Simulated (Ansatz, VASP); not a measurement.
## Tl: VASP beside Ansatz

```
CELL_PARAMETERS angstrom
0.00000 2.39235 2.46634
2.46634 0.00000 2.46634
2.46634 2.39235 0.00000
ATOMIC_POSITIONS crystal
Tl 0.00000 0.00000 0.00000
```

Change from the starting cell: strain -0.0300 x Voigt [0, 1, 0, 0, 0, 0], atoms carried along.

Alike in both runs: task single point; functional LDA; k mesh 16 × 16 × 16; occupations gaussian, width 0.15 eV; no spin polarisation.

|  | VASP | Ansatz |
| --- | --- | --- |
| version | VASP 6.6.1 | Ansatz 0.2.0 |
| potentials or method | VASP PAW LDA potentials, release 64 (Tl_d), cutoff 520 eV | scalar-relativistic, plane waves, PAW |
| valence electrons in the cell | 13 | 13 |

|  | VASP | Ansatz | Ansatz less VASP |
| --- | --- | --- | --- |
| gap on the k mesh at the Fermi level (eV) | none | none | - |
| pressure (GPa) | -2.6 | -2.7 | -0.06 |
| traceless stress, the component that is largest in VASP (GPa) | 0.15 | 0.13 | -0.014 |

LDA's correlation is that of Perdew and Zunger in VASP and of Perdew and Wang (1992) in Ansatz. A gap of «none» marks a metal or a gap that the smearing closes.

Neither program's run includes spin-orbit coupling.
